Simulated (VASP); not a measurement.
# Mg2CdSe3 (P3m1) in VASP: further runs

Runs on Mg2CdSe3. Level: PBE. Tasks: single point.

All numbers are computed with VASP 6.6.1; they aren't measurements. Logs are shortened: lines on timing, memory, paths and dates and some standing lists are left out, and cuts for length are marked.

### Step 1. The cell of the first run

It takes space group P3m1 (No. 156, trigonal). Conventional cell: a = 4.068 Å, b = 4.068 Å, c = 9.964 Å, α = 90.00°, β = 90.00°, γ = 120.00°. Within 3.3 Å of Mg (site symmetry 3m) lie 4 Se at 2.49 Å. Within 3.3 Å of Mg (site symmetry 3m) lie 4 Se at 2.49 Å. Within 3.3 Å of Cd (site symmetry 3m) lie 4 Se at 2.49 Å. Se (site symmetry 3m) has 3 Mg at 2.49 Å and 1 Cd at 2.49 Å within 3.3 Å. Within 3.3 Å of Se (site symmetry 3m) lie 4 Mg at 2.49 Å. Se (site symmetry 3m) has 3 Cd at 2.49 Å and 1 Mg at 2.49 Å within 3.3 Å.

### Step 2. Single point, PBE

The input, INCAR:

```
SYSTEM = Mg2CdSe3
  PREC = Accurate
  ENCUT = 520
  EDIFF = 1E-7
  ISMEAR = 0
  SIGMA = 0.1
  LREAL = .FALSE.
  LASPH = .TRUE.
  NELM = 100
  ALGO = Normal
  ISIF = 2
  LWAVE = .FALSE.
  LCHARG = .FALSE.
  GGA = PE
  NBANDS = 26
```

The input, KPOINTS:

```
Automatic mesh
0
G
  6 6 2
  0 0 0
```

The input, POSCAR:

```
Mg2CdSe3
1.0
    4.0675907000      0.0000000000      0.0000000000
   -2.0337953500      3.5226368800      0.0000000000
    0.0000000000      0.0000000000      9.9635217100
Mg Cd Se
2 1 3
Direct
    0.6666666700      0.3333333300      0.3333333300
    0.3333333300      0.6666666700      0.6666666700
    0.0000000000      0.0000000000      0.0000000000
    0.0000000000      0.0000000000      0.2500000000
    0.6666666700      0.3333333300      0.5833333300
    0.3333333300      0.6666666700      0.9166666700
```

Potentials or basis: VASP PAW PBE potentials, release 64 (Mg, Cd, Se).

Started as:

```bash
cat potpaw_PBE.64/Mg/POTCAR potpaw_PBE.64/Cd/POTCAR potpaw_PBE.64/Se/POTCAR > POTCAR
mpirun -np 1 vasp_std > vasp.out
```

OUTCAR:

```text
SYSTEM = Mg2CdSe3
   PREC = Accurate
   ENCUT = 520
   EDIFF = 1E-7
   ISMEAR = 0
   LREAL = .FALSE.
   LASPH = .TRUE.
   NELM = 100
   ISIF = 2
   GGA = PE

 ion  position               nearest neighbor table
   1  0.667  0.333  0.333-   4 2.49   4 2.49   4 2.49   5 2.49
   2  0.333  0.667  0.667-   5 2.49   5 2.49   6 2.49   5 2.49
   3  0.000  0.000  0.000-   6 2.49   6 2.49   6 2.49   4 2.49
   4  0.000  0.000  0.250-   1 2.49   1 2.49   1 2.49   3 2.49
   5  0.667  0.333  0.583-   2 2.49   2 2.49   1 2.49   2 2.49
   6  0.333  0.667  0.917-   3 2.49   3 2.49   3 2.49   2 2.49

  LATTYP: Found a hexagonal cell.
 ALAT       =     4.0675907000
 C/A-ratio  =     2.4494897459

  Lattice vectors:

 A1 = (   4.0675907000,   0.0000000000,   0.0000000000)
 A2 = (  -2.0337953500,   3.5226368800,   0.0000000000)
 A3 = (   0.0000000000,   0.0000000000,   9.9635217100)

Analysis of symmetry for initial positions (statically):
=====================================================================
 Subroutine PRICEL returns:
 Original cell was already a primitive cell.

 Routine SETGRP: Setting up the symmetry group for a
 hexagonal supercell.

 Subroutine GETGRP returns: Found  6 space group operations
 (whereof  6 operations were pure point group operations)
 out of a pool of 24 trial point group operations.

The static configuration has the point symmetry C_3v.

Analysis of symmetry for dynamics (positions and initial velocities):
=====================================================================
 Subroutine PRICEL returns:
 Original cell was already a primitive cell.

 Routine SETGRP: Setting up the symmetry group for a
 hexagonal supercell.

 Subroutine GETGRP returns: Found  6 space group operations
 (whereof  6 operations were pure point group operations)
 out of a pool of 24 trial point group operations.

The dynamic configuration has the point symmetry C_3v.

 Subroutine INISYM returns: Found  6 space group operations
 (whereof  6 operations are pure point group operations),
 and found     1 'primitive' translations

----------------------------------------------------------------------------------------

                                     Primitive cell

  volume of cell :     142.7638

  direct lattice vectors                    reciprocal lattice vectors
     4.067590700  0.000000000  0.000000000     0.245845778  0.141939126  0.000000000
    -2.033795350  3.522636880  0.000000000     0.000000000  0.283878252  0.000000000
[... 85 lines left out ...]
   NSW    =      0    number of steps for IOM
   IBRION =     -1    ionic relax: 0-MD 1-quasi-New 2-CG
   NFREE  =      0    steps in history (QN), initial steepest desc. (CG)
   ISIF   =      2    stress and relaxation
   ISYM   =      2    0-nonsym 1-usesym 2-fastsym
   POTIM  = 0.5000    time-step for ionic-motion
   TEBEG  =    0.0;   TEEND  =   0.0 temperature during run
   PSTRESS=    0.0 pullay stress
   NELECT =      34.0000    total number of electrons
   NUPDOWN=      -1.0000    fix difference up-down
   EMIN   =  10.00;   EMAX   =-10.00  energy-range for DOS
   EFERMI =   0.00;   METHOD = LEGACY
   ISMEAR =     0;   SIGMA  =   0.10  broadening in eV -4-tet -1-fermi 0-gaus
   EFERMI_NEDOS =   21; number of points for ismear=-14 and -15
   IALGO  =     38    algorithm
   IMIX   =      4    mixing-type and parameters
     AMIX     =   0.40;   BMIX     =  1.00
     AMIX_MAG =   1.60;   BMIX_MAG =  1.00
  volume/ion in A,a.u.               =      23.79       160.57
  Fermi-wavevector in a.u.,A,eV,Ry     =   1.014756  1.917612 14.010335  1.029731
  Thomas-Fermi vector in A             =   2.148003
   LORBIT       =      0    0 simple, 1 ext, 2 COOP (PROOUT), +10 PAW based schemes
   GGA     = PE    functional components
   LHFCALC =     F    Hartree Fock is set to
   AEXX    =    0.0000 exact exchange contribution
   IVDW    =     0    specifies the selected vdW correction
   LEPSILON=     F    determine dielectric tensor
   LRPA    =     F    only Hartree local field effects (RPA)
 non-spin polarized calculation
 Gauss-broadening in eV      SIGMA  =   0.10
  energy-cutoff  :      520.00
  volume of cell :      142.76
 maximum number of plane-waves:      3876
   NGX = 15   NGY = 15   NGZ = 37

 number of electron      34.0000009 magnetization

 Free energy of the ion-electron system (eV)
  ---------------------------------------------------
  ext. energy  EPLUGINS =         0.00000000
  ---------------------------------------------------
  free energy    TOTEN  =       -19.74737133 eV

  energy without entropy =      -19.74737133  energy(sigma->0) =      -19.74737133

 E-fermi :   2.4665     XC(G=0):  -8.9346

 val. band max:        1.9713138573   @ k =   0.0000   0.0000   0.0000
 cond. band min:       3.9343104955   @ k =   0.0000   0.0000   0.0000
 fundamental gap:      1.9629966382
 Fermi energy:         2.4665404447

 k-point     1 :       0.0000    0.0000    0.0000
  band No.  band energies     occupation
      1     -10.9608      2.00000
      2     -10.4865      2.00000
      3     -10.2130      2.00000
      4      -6.1914      2.00000
      5      -6.1914      2.00000
      6      -5.8711      2.00000
[... 395 lines left out ...]
     25       9.5969      0.00000
     26       9.8637      0.00000

------------------------ aborting loop because EDIFF is reached ----------------------------------------

  FORCE on cell =-STRESS in cart. coord.  units (eV):
  Direction    XX          YY          ZZ          XY          YZ          ZX
  --------------------------------------------------------------------------------------
  -------------------------------------------------------------------------------------
  Total        9.4463166      9.4463166      9.3291551      0.0000000      0.0000000      0.0000000
  in kB      106.0120141    106.0120142    104.6971601      0.0000000      0.0000000      0.0000000
  external PRESSURE =     105.5737295 kB  Pullay stress =       0.0000000 kB

 VOLUME and BASIS-vectors are now :
 -----------------------------------------------------------------------------
  energy-cutoff  :      520.00
  volume of cell :      142.76
      direct lattice vectors                 reciprocal lattice vectors
     4.067590700  0.000000000  0.000000000     0.245845778  0.141939126  0.000000000
    -2.033795350  3.522636880  0.000000000     0.000000000  0.283878252  0.000000000
     0.000000000  0.000000000  9.963521710     0.000000000  0.000000000  0.100366118

 POSITION                                       TOTAL-FORCE (eV/Angst)
 -----------------------------------------------------------------------------------
      2.03380      1.17421      3.32117         0.000000      0.000000     -0.015934
     -0.00000      2.34842      6.64235         0.000000      0.000000     -0.010115
      0.00000      0.00000      0.00000         0.000000      0.000000      0.005781
      0.00000      0.00000      2.49088         0.000000      0.000000      0.907072
      2.03380      1.17421      5.81205        -0.000000      0.000000      0.025719
     -0.00000      2.34842      9.13323        -0.000000     -0.000000     -0.912523
 -----------------------------------------------------------------------------------
    total drift:                               -0.000003      0.000001     -0.000074

  FREE ENERGIE OF THE ION-ELECTRON SYSTEM (eV)
  ---------------------------------------------------
  free  energy   TOTEN  =       -19.7473713317 eV

  energy  without entropy=      -19.7473713317  energy(sigma->0) =      -19.74737133
```

OSZICAR:

```text
N       E                     dE             d eps       ncg     rms          rms(c)
DAV:   1     0.189057450787E+03    0.18906E+03   -0.14462E+04   728   0.112E+03
DAV:   2    -0.750935296727E+01   -0.19657E+03   -0.18662E+03   860   0.236E+02
DAV:   3    -0.207316331206E+02   -0.13222E+02   -0.13164E+02   900   0.612E+01
DAV:   4    -0.208616636330E+02   -0.13003E+00   -0.12994E+00   886   0.642E+00
DAV:   5    -0.208628105610E+02   -0.11469E-02   -0.11467E-02   918   0.591E-01    0.985E+00
DAV:   6    -0.198385921640E+02    0.10242E+01   -0.16344E+00   914   0.111E+01    0.744E+00
DAV:   7    -0.197526211889E+02    0.85971E-01   -0.11614E+00   942   0.529E+00    0.238E+00
DAV:   8    -0.197457905822E+02    0.68306E-02   -0.12718E-01   842   0.331E+00    0.675E-01
DAV:   9    -0.197470271801E+02   -0.12366E-02   -0.14778E-02   932   0.134E+00    0.275E-01
DAV:  10    -0.197472002937E+02   -0.17311E-03   -0.26169E-03   834   0.559E-01    0.116E-01
DAV:  11    -0.197472826758E+02   -0.82382E-04   -0.24995E-04   940   0.966E-02    0.397E-02
DAV:  12    -0.197473657720E+02   -0.83096E-04   -0.13948E-04   832   0.910E-02    0.291E-02
DAV:  13    -0.197473703160E+02   -0.45439E-05   -0.22557E-05   928   0.437E-02    0.542E-03
DAV:  14    -0.197473711540E+02   -0.83802E-06   -0.31736E-06   838   0.915E-03    0.263E-03
DAV:  15    -0.197473713402E+02   -0.18622E-06   -0.36823E-07   808   0.293E-03    0.891E-04
DAV:  16    -0.197473713317E+02    0.84747E-08   -0.28079E-08   590   0.897E-04
   1 F= -.19747371E+02 E0= -.19747371E+02  d E =-.384588E-13
```

stdout:

```text
POSCAR found type information on POSCAR MgCdSe
 POSCAR found :  3 types and       6 ions
 scaLAPACK will be used
 LDA part: xc-table for (Slater+PW92), standard interpolation
 POSCAR, INCAR and KPOINTS ok, starting setup
 FFT: planning ... GRIDC
 FFT: planning ... GRID_SOFT
 FFT: planning ... GRID
 WAVECAR not read
 entering main loop
```

It took 66 s on 1 thread of Intel Xeon Platinum 8259CL at 2.50GHz (Skylake/Cascade Lake), shared host; peak memory 0.27 GiB.

What came out:

| Item | Value |
| --- | --- |
| Free energy | -19.7474 eV |
| Pressure | 10.6 GPa |
| Largest force | 0.913 eV/Å |
| Band gap on the k mesh | 1.96 eV, direct |

Forces in eV/Å, atoms in the order of the input:
```
Mg   0.000  0.000 -0.016
Mg   0.000  0.000 -0.010
Cd   0.000  0.000  0.006
Se   0.000  0.000  0.907
Se   0.000  0.000  0.026
Se   0.000  0.000 -0.913
```

### Step 3. Single point, PBE

This run uses another cell than the first one, of 27.80 Å³/atom, 1.168 times its volume.

The input, INCAR:

```
PREC = Accurate
ENCUT = 520
EDIFF = 1E-6
ISMEAR = 0
SIGMA = 0.1
LREAL = False
LASPH = True
NELM = 100
ALGO = Normal
ISIF = 2
LWAVE = False
LCHARG = True
GGA = PE
LELF = True
LVHAR = True
NBANDS = 26
```

The input, KPOINTS:

```
regular mesh
0
Gamma
  6 6 2
```

The input, POSCAR:

```
Mg2CdSe3
1.0
    4.2895618137      0.0000000000      0.0000000000
   -2.1447809068      3.7148695018      0.0000000000
    0.0000000000      0.0000000000     10.4681049895
Mg Cd Se
2 1 3
Direct
    0.6666666667      0.3333333333      0.3350168604
    0.3333333333      0.6666666667      0.6624013943
    0.0000000000      0.0000000000      0.0019070983
    0.0000000000      0.0000000000      0.2576194979
    0.6666666667      0.3333333333      0.5831802257
    0.3333333333      0.6666666667      0.9098749233
```

Potentials or basis: VASP PAW PBE potentials, release 64 (Mg, Cd, Se).

Started as:

```bash
cat potpaw_PBE.64/Mg/POTCAR potpaw_PBE.64/Cd/POTCAR potpaw_PBE.64/Se/POTCAR > POTCAR
mpirun -np 1 vasp_std > vasp.out
```

Wall time 58 s (1 thread of Intel Xeon Platinum 8259CL at 2.50GHz (Skylake/Cascade Lake), shared host); peak memory 0.3 GiB.

Results (log left out):

| Item | Value |
| --- | --- |
| Free energy | -20.5103 eV |
| Pressure | 0.1 GPa |
| Largest force | 0.043 eV/Å |
| Band gap on the k mesh | 1.50 eV, direct |

Forces on the atoms (eV/Å):
```
Mg   0.000  0.000  0.006
Mg   0.000  0.000 -0.025
Cd   0.000  0.000  0.025
Se   0.000  0.000  0.023
Se   0.000  0.000  0.014
Se   0.000  0.000 -0.043
```

Levels at points of the mesh, in eV from the valence-band top:
| k point | band 13 | band 14 | band 15 | band 16 | band 17 | band 18 | band 19 | band 20 | band 21 | band 22 |
| --- | --- | --- | --- | --- | --- | --- | --- | --- | --- | --- |
| (0.00, 0.00, 0.00) | -0.67 | -0.67 | -0.23 | 0.00 | 0.00 | 1.50 | 3.18 | 3.58 | 6.26 | 6.39 |
| (0.50, 0.00, 0.00) | -1.55 | -1.47 | -1.29 | -1.05 | -0.80 | 3.12 | 3.65 | 4.32 | 4.35 | 5.71 |
| (0.00, 0.00, 0.50) | -0.85 | -0.63 | -0.63 | -0.02 | -0.02 | 2.32 | 2.98 | 3.47 | 5.94 | 6.44 |
| (0.50, 0.00, 0.50) | -1.78 | -1.45 | -1.31 | -0.71 | -0.66 | 3.11 | 3.62 | 3.88 | 4.86 | 5.19 |

A hybrid or GW would open this gap; PBE tends to underestimate it.
